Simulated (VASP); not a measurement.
# Rh (Fm-3m) in VASP: a series of runs

The runs below take Rh through single point, with LDA.

All numbers are computed with VASP 6.6.1; they aren't measurements. Logs are shortened: lines on timing, memory, paths and dates and some standing lists are left out, and cuts for length are marked.

**1. The cell of the first run**

The structure is cubic, space group Fm-3m (No. 225). The conventional cell has a = 3.613 Å, b = 3.613 Å, c = 3.613 Å, α = 90.00°, β = 90.00°, γ = 90.00°. Rh (site symmetry m-3m) has 12 Rh at 2.55 Å within 3.4 Å.

**2. Single point, LDA (strain -0.050 along x and y, -0.050 along z)**

Input file INCAR:

```
SYSTEM = Rh
ALGO = Normal ; EDIFF = 1E-6
ENCUT = 520 ; GGA = CA
ISIF = 2 ; ISMEAR = 0
LASPH = .True. ; LCHARG = .False.
LREAL = .False. ; LWAVE = .False.
NBANDS = 14 ; NELM = 60
PREC = Accurate ; SIGMA = 0.15
```

Input file KPOINTS:

```
k-points
0
Gamma
  22 22 22
  0 0 0
```

Input file POSCAR:

```
Rh
1.0
    0.0000000000      1.8064725000      1.8064725000
    1.8064725000      0.0000000000      1.8064725000
    1.8064725000      1.8064725000      0.0000000000
Rh
1
Direct
    0.0000000000      0.0000000000      0.0000000000
```

Potentials or basis: VASP PAW LDA potentials, release 64 (Rh_pv).

Command:

```sh
> cat potpaw_LDA.64/Rh_pv/POTCAR > POTCAR
> mpirun -np 1 vasp_std > vasp.out
```

OUTCAR:

```text
SYSTEM = Rh
   EDIFF = 1E-6
   ENCUT = 520
   GGA = CA
   ISIF = 2
   ISMEAR = 0
   LASPH = .True.
   LREAL = .False.
   NELM = 60
   PREC = Accurate

 ion  position               nearest neighbor table
   1  0.000  0.000  0.000-

  LATTYP: Found a face centered cubic cell.
 ALAT       =     3.6129450000

  Lattice vectors:

 A1 = (   0.0000000000,   1.8064725000,   1.8064725000)
 A2 = (   1.8064725000,   0.0000000000,   1.8064725000)
 A3 = (   1.8064725000,   1.8064725000,   0.0000000000)

Analysis of symmetry for initial positions (statically):
=====================================================================
 Subroutine PRICEL returns:
 Original cell was already a primitive cell.

 Routine SETGRP: Setting up the symmetry group for a
 face centered cubic supercell.

 Subroutine GETGRP returns: Found 48 space group operations
 (whereof 48 operations were pure point group operations)
 out of a pool of 48 trial point group operations.

The static configuration has the point symmetry O_h .

Analysis of symmetry for dynamics (positions and initial velocities):
=====================================================================
 Subroutine PRICEL returns:
 Original cell was already a primitive cell.

 Routine SETGRP: Setting up the symmetry group for a
 face centered cubic supercell.

 Subroutine GETGRP returns: Found 48 space group operations
 (whereof 48 operations were pure point group operations)
 out of a pool of 48 trial point group operations.

The dynamic configuration has the point symmetry O_h .

 Subroutine INISYM returns: Found 48 space group operations
 (whereof 48 operations are pure point group operations),
 and found     1 'primitive' translations

----------------------------------------------------------------------------------------

                                     Primitive cell

  volume of cell :      11.7903

  direct lattice vectors                    reciprocal lattice vectors
     0.000000000  1.806472500  1.806472500    -0.276782514  0.276782514  0.276782514
     1.806472500  0.000000000  1.806472500     0.276782514 -0.276782514  0.276782514
     1.806472500  1.806472500  0.000000000     0.276782514  0.276782514 -0.276782514

  length of vectors
     2.554737910  2.554737910  2.554737910     0.479401377  0.479401377  0.479401377

  position of ions in fractional coordinates (direct lattice)
     0.000000000  0.000000000  0.000000000

  ion indices of the primitive-cell ions
[... 75 lines left out ...]
   LREAL  =      F    real-space projection
   EDIFFG = 0.1E-04   stopping-criterion for IOM
   NSW    =      0    number of steps for IOM
   IBRION =     -1    ionic relax: 0-MD 1-quasi-New 2-CG
   NFREE  =      0    steps in history (QN), initial steepest desc. (CG)
   ISIF   =      2    stress and relaxation
   ISYM   =      2    0-nonsym 1-usesym 2-fastsym
   POTIM  = 0.5000    time-step for ionic-motion
   TEBEG  =    0.0;   TEEND  =   0.0 temperature during run
   PSTRESS=    0.0 pullay stress
   NELECT =      15.0000    total number of electrons
   NUPDOWN=      -1.0000    fix difference up-down
   EMIN   =  10.00;   EMAX   =-10.00  energy-range for DOS
   EFERMI =   0.00;   METHOD = LEGACY
   ISMEAR =     0;   SIGMA  =   0.15  broadening in eV -4-tet -1-fermi 0-gaus
   EFERMI_NEDOS =   21; number of points for ismear=-14 and -15
   IALGO  =     38    algorithm
   IMIX   =      4    mixing-type and parameters
     AMIX     =   0.40;   BMIX     =  1.00
     AMIX_MAG =   1.60;   BMIX_MAG =  1.00
  volume/ion in A,a.u.               =      11.79        79.56
  Fermi-wavevector in a.u.,A,eV,Ry     =   1.773906  3.352196 42.814023  3.146742
  Thomas-Fermi vector in A             =   2.840005
   LORBIT       =      0    0 simple, 1 ext, 2 COOP (PROOUT), +10 PAW based schemes
   GGA     = CA    functional components
   LHFCALC =     F    Hartree Fock is set to
   AEXX    =    0.0000 exact exchange contribution
   IVDW    =     0    specifies the selected vdW correction
   LEPSILON=     F    determine dielectric tensor
   LRPA    =     F    only Hartree local field effects (RPA)
 non-spin polarized calculation
 Gauss-broadening in eV      SIGMA  =   0.15
  energy-cutoff  :      520.00
  volume of cell :       11.79
 maximum number of plane-waves:       332
   NGX =  9   NGY =  9   NGZ =  9

 number of electron      15.0000003 magnetization

 Free energy of the ion-electron system (eV)
  ---------------------------------------------------
  ext. energy  EPLUGINS =         0.00000000
  ---------------------------------------------------
  free energy    TOTEN  =        -8.48476010 eV

  energy without entropy =       -8.47295937  energy(sigma->0) =       -8.47885973

 E-fermi :  14.7968     XC(G=0): -15.3516

 val. band max:       14.7956318837   @ k =   0.3636   0.0000   0.0000
 cond. band min:      14.8007333554   @ k =   0.3182   0.1818   0.0455
 fundamental gap:      0.0051014717
 Fermi energy:        14.7968331187

 k-point     1 :       0.0000    0.0000    0.0000
  band No.  band energies     occupation
      1     -31.6378      2.00000
      2     -31.6378      2.00000
      3     -31.6378      2.00000
      4       5.6049      2.00000
      5      10.8567      2.00000
      6      10.8567      2.00000
      7      10.8567      2.00000
      8      13.5564      2.00000
      9      13.5564      2.00000
     10      30.4779      0.00000
     11      34.7267      0.00000
     12      36.8006      0.00000
     13      36.8006      0.00000
     14      36.8006      0.00000
[... 377 lines left out ...]
      1     -32.8731      2.00000
      2     -31.8257      2.00000
      3     -31.8059      2.00000
      4       7.3061      2.00000
      5      10.6951      2.00000
      6      10.8225      2.00000
      7      14.3859      1.99989
      8      15.4400      0.00000
      9      16.4829      0.00000
     10      25.2883      0.00000
     11      30.2880      0.00000
     12      34.7297      0.00000
     13      37.0332      0.00000
     14      37.4871      0.00000

 [... further k-points ...]
[... 5 lines left out ...]
  --------------------------------------------------------------------------------------
  -------------------------------------------------------------------------------------
  Total        3.6888339      3.6888339      3.6888339     -0.0000000     -0.0000000      0.0000000
  in kB      501.2745124    501.2745124    501.2745124     -0.0000000     -0.0000000      0.0000000
  external PRESSURE =     501.2745124 kB  Pullay stress =       0.0000000 kB

 VOLUME and BASIS-vectors are now :
 -----------------------------------------------------------------------------
  energy-cutoff  :      520.00
  volume of cell :       11.79
      direct lattice vectors                 reciprocal lattice vectors
     0.000000000  1.806472500  1.806472500    -0.276782514  0.276782514  0.276782514
     1.806472500  0.000000000  1.806472500     0.276782514 -0.276782514  0.276782514
     1.806472500  1.806472500  0.000000000     0.276782514  0.276782514 -0.276782514

 POSITION                                       TOTAL-FORCE (eV/Angst)
 -----------------------------------------------------------------------------------
      0.00000      0.00000      0.00000        -0.000000     -0.000000      0.000000
 -----------------------------------------------------------------------------------
    total drift:                                0.000000     -0.000000     -0.000000

  FREE ENERGIE OF THE ION-ELECTRON SYSTEM (eV)
  ---------------------------------------------------
  free  energy   TOTEN  =        -8.4847601017 eV

  energy  without entropy=       -8.4729593675  energy(sigma->0) =       -8.47885973
```

OSZICAR:

```text
N       E                     dE             d eps       ncg     rms          rms(c)
DAV:   1     0.118082459751E+03    0.11808E+03   -0.86016E+03  9210   0.118E+03
DAV:   2    -0.747302847642E+01   -0.12556E+03   -0.12009E+03 10366   0.348E+02
DAV:   3    -0.899750562764E+01   -0.15245E+01   -0.15225E+01 10558   0.417E+01
DAV:   4    -0.900239450968E+01   -0.48889E-02   -0.48888E-02 10246   0.242E+00
DAV:   5    -0.900243061552E+01   -0.36106E-04   -0.36106E-04 10264   0.183E-01    0.159E+01
DAV:   6    -0.852662784981E+01    0.47580E+00   -0.64663E-01  9568   0.116E+01    0.632E+00
DAV:   7    -0.849057507892E+01    0.36053E-01   -0.30727E-02 10498   0.234E+00    0.236E+00
DAV:   8    -0.848499344891E+01    0.55816E-02   -0.66508E-03  9520   0.120E+00    0.343E-01
DAV:   9    -0.848475301025E+01    0.24044E-03   -0.20853E-04  9460   0.212E-01    0.522E-02
DAV:  10    -0.848476020843E+01   -0.71982E-05   -0.30765E-06 10432   0.205E-02    0.502E-03
DAV:  11    -0.848476010174E+01    0.10669E-06   -0.30418E-07  4988   0.799E-03
   1 F= -.84847601E+01 E0= -.84788597E+01  d E =-.118007E-01
```

It took 56 s on 1 thread of Intel Xeon 8259CL, shared host; peak memory 0.16 GiB.

Results:

```yaml
Free_energy: -8.4848 eV
Pressure: 50.1 GPa
Band_gap_on_the_k_mesh: zero (an odd number of electrons rules out a gap without spin polarisation)
```

Caveat: the cell differs from its parent crystal (strain -0.050 along x and y, -0.050 along z); the cell stands under pressure.

**3. Single point, LDA (strain -0.025 along x and y, -0.025 along z)**

Input file INCAR:

```
SYSTEM = Rh
PREC     = Accurate       ! precision mode
ENCUT    = 520            ! plane-wave cutoff, eV
EDIFF    = 1E-6           ! SCF threshold, eV
ISMEAR   = 0              ! smearing method
SIGMA    = 0.15           ! smearing width, eV
LREAL    = .FALSE.        ! projectors in reciprocal space
LASPH    = .TRUE.         ! aspherical terms in the spheres
NELM     = 80             ! most SCF steps
ALGO     = Normal         ! electronic algorithm
ISIF     = 2              ! what is computed and relaxed
LWAVE    = .FALSE.        ! write WAVECAR
LCHARG   = .TRUE.         ! write CHGCAR
LELF     = .TRUE.         ! ELF
LVHAR    = .TRUE.       
NBANDS   = 14             ! bands
```

Input file KPOINTS:

```
regular mesh
0
G
  22 22 22
  0 0 0
```

Input file POSCAR:

```
Rh
1.0
    0.0000000000      1.8540112500      1.8540112500
    1.8540112500      0.0000000000      1.8540112500
    1.8540112500      1.8540112500      0.0000000000
Rh
1
Direct
    0.0000000000      0.0000000000      0.0000000000
```

Potentials or basis: VASP PAW LDA potentials, release 64 (Rh_pv).

Command:

```sh
> cat potpaw_LDA.64/Rh_pv/POTCAR > POTCAR
> mpirun -np 1 vasp_std > vasp.out
```

Wall time 72 s (1 thread of Intel Xeon 8259CL, shared host); peak memory 0.16 GiB.

Results (log left out):

```
Free energy            : -8.6688 eV
Pressure               : 13.9 GPa
Band gap on the k mesh : zero (an odd number of electrons rules out a gap without spin polarisation)
```

Levels at points of the mesh, in eV from the Fermi level:
```tsv
k point	band 3	band 4	band 5	band 6	band 7	band 8	band 9	band 10	band 11	band 12
(0.00, 0.00, 0.00)	-46.30	-8.60	-3.49	-3.49	-3.49	-1.10	-1.10	15.86	20.14	21.70
(0.50, 0.00, 0.00)	-46.43	-6.83	-3.58	-3.58	0.62	0.67	0.67	9.41	15.41	20.14
(0.50, 0.50, 0.00)	-46.65	-7.10	-6.71	0.65	1.14	1.14	3.32	13.26	13.66	13.66
```

Caveat: the cell differs from its parent crystal (strain -0.025 along x and y, -0.025 along z); the cell stands under pressure.
